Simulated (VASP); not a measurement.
A run of VASP 6.6.1 is set up as follows.

The input POSCAR:

```
TiC
1.0
    2.1206360397      2.1206360397      0.0000000000
   -2.1206360397      2.1206360397      0.0000000000
    0.0000000000      0.0000000000      4.2412720793
Ti C
2 2
Direct
    0.0000000000      0.0000000000      0.0000000000
    0.5000000000      0.5000000000      0.5000000000
    0.5000000000      0.5000000000      0.0000000000
    0.0000000000      0.0000000000      0.5000000000
```

The input INCAR.step1:

```
  ALGO = Normal
  EDIFF = 1E-4
  ENCUT = 520
  GGA = PE
  ISMEAR = 0
  LASPH = T
  LCHARG = F
  LREAL = F
  LWAVE = T
  NBANDS = 24
  NELM = 100
  PREC = Accurate
  SIGMA = 0.1
```

Contents of INCAR.step2:

```
  ALGO = Normal
  EDIFF = 1E-6
  ENCUT = 520
  ISIF = 2
  ISMEAR = 0
  ISTART = 1
  LASPH = T
  LCHARG = F
  LMIXTAU = T
  LREAL = F
  LWAVE = F
  METAGGA = R2SCAN
  NBANDS = 24
  NELM = 100
  PREC = Accurate
  SIGMA = 0.1
```

Contents of KPOINTS:

```
k-points
0
Gamma
  18 18 12
```

Potentials or basis: VASP PAW PBE potentials, release 64 (Ti_sv, C).

Launch:

```console
$ cat potpaw_PBE.64/Ti_sv/POTCAR potpaw_PBE.64/C/POTCAR > POTCAR
$ cp INCAR.step1 INCAR
$ mpirun -np 1 vasp_std > vasp.out
$ cp INCAR.step2 INCAR
$ mpirun -np 1 vasp_std > vasp.out
```

(1) Predict the pressure.

(2) What does it give for the band gap on the k mesh?

## Answers

(1) 19.0 GPa.

(2) zero (bands 16 and 17 overlap by 1.37 eV).

Caveat: the cell differs from its parent crystal (equal strain along all axes, cell held: -2.0 %); the cell stands under pressure; the PAW data sets were made with another functional, which shifts forces and pressure a little.
